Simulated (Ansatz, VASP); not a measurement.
# Two plane-wave programs on Y2LuN3

Contents of INCAR:

```
SYSTEM = Y2LuN3
PREC = Accurate
ENCUT = 600
EDIFF = 1E-6
ISMEAR = 0
SIGMA = 0.01
LREAL = .FALSE.
LASPH = .TRUE.
NELM = 60
ALGO = Normal
ISIF = 3
LWAVE = .FALSE.
LCHARG = .FALSE.
GGA = PE
IBRION = 2
NSW = 100
EDIFFG = -0.01
```

File KPOINTS:

```
regular mesh
0
G
  12 12 4
  0 0 0
```

POSCAR

```
Y2LuN3
1.0
    3.4352121000      0.0000000000      0.0000000000
   -1.7176061000      2.9749810000      0.0000000000
    0.0000000000      0.0000000000      8.4162372000
Y Lu N
2 1 3
Direct
    0.3333333000      0.6666667000      0.6690290000
    0.6666667000      0.3333333000      0.3309710000
    0.0000000000      0.0000000000      0.0000000000
    0.3333333000      0.6666667000      0.1617350000
    0.6666667000      0.3333333000      0.8382650000
    0.0000000000      0.0000000000      0.5000000000
```

Input for Ansatz:

```yaml
crystal:
  lattice:
    - [3.4352121, 0.0, 0.0]
    - [-1.7176061, 2.974981, 0.0]
    - [0.0, 0.0, 8.4162372]
  atoms:
    - { symbol: "Y", position: [0.3333333, 0.6666667, 0.669029] }
    - { symbol: "Y", position: [0.6666667, 0.3333333, 0.330971] }
    - { symbol: Lu, position: [0.0, 0.0, 0.0] }
    - { symbol: "N", position: [0.3333333, 0.6666667, 0.161735] }
    - { symbol: "N", position: [0.6666667, 0.3333333, 0.838265] }
    - { symbol: "N", position: [0.0, 0.0, 0.5] }
basis:
  ecutwfc: 420
kpoints:
  mp_grid: { grid: [12, 12, 4] }
hamiltonian:
  xc: pbe
scf:
  occupations: { method: gaussian, width: 0.01 }
output:
  forces: true
  stress: true
  eigenvalues: true
relax:
  adjacent_minimum: "off"
  f_tol: 0.01
  max_steps: 80
  cell: { stress_tol: 0.05 }
```

Change from the starting cell: relaxed end of: species swapped into the Mg2ZnO3 type (P-3m1, No. 164).

Alike in both runs: task relaxation of cell and atoms; functional PBE; k mesh 12 × 12 × 4; occupations gaussian, width 0.01 eV; no spin polarisation.

|  | VASP | Ansatz |
| --- | --- | --- |
| version | VASP 6.6.1 | Ansatz 0.2.0 |
| potentials or method | VASP PAW PBE potentials, release 64 (Y_sv, Lu, N), cutoff 600 eV | scalar-relativistic, plane waves, PAW |
| valence electrons in the cell | 62 | 62 |

VASP gave:

* gap on the k mesh at the Fermi level, each at its own relaxed structure (eV): 0.11
* relaxed volume (Å³/atom): 14.35
* relaxed length of the cell vector where the two differ most in proportion (Å): 3.436

Question: Estimate Ansatz's values.

Answer: gap on the k mesh at the Fermi level, each at its own relaxed structure (eV): 0.11; relaxed volume (Å³/atom): 14.34; relaxed length of the cell vector where the two differ most in proportion (Å): 3.435.

Spin-orbit coupling is off throughout.
